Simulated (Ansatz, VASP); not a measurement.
Two plane-wave programs on Ge4MoW

```xyz
6
Lattice="3.3398 0.0000 0.0000 0.0000 3.3398 0.0000 0.0000 0.0000 8.2882" Properties=species:S:1:pos:R:3 pbc="T T T"
Ge    0.0000    0.0000    5.4929
Ge    1.6699    1.6699    1.3381
Ge    0.0000    0.0000    2.7953
Ge    1.6699    1.6699    6.9501
Mo    0.0000    0.0000    0.0000
W     1.6699    1.6699    4.1441
```

Alike in both runs: functional PBE; k mesh 12 × 12 × 6; occupations gaussian, width 0.1 eV; no spin polarisation.

Ansatz relaxed the structure, and its values are those at the end. VASP's run is a single point on that final structure, the one shown.

|  | VASP | Ansatz |
| --- | --- | --- |
| version | VASP 6.6.1 | Ansatz 0.2.0 |
| potentials or method | VASP PAW PBE potentials, release 64 (Ge_d, Mo_sv, W_sv), cutoff 520 eV | scalar-relativistic, plane waves, PAW |
| valence electrons in the cell | 84 | 84 |

VASP gave:

| Quantity | Value |
| --- | --- |
| gap on the k mesh at the Fermi level (eV) | none |
| pressure (GPa) | 0.3 |
| rms of the force components (eV/Å) | 0.004 |

Q: Which values does Ansatz return?

A: gap on the k mesh at the Fermi level (eV): none; pressure (GPa): 0.0; rms of the force components (eV/Å): 0.001.

A gap of «none» marks a metal or a gap that the smearing closes.

Neither program's run includes spin-orbit coupling.
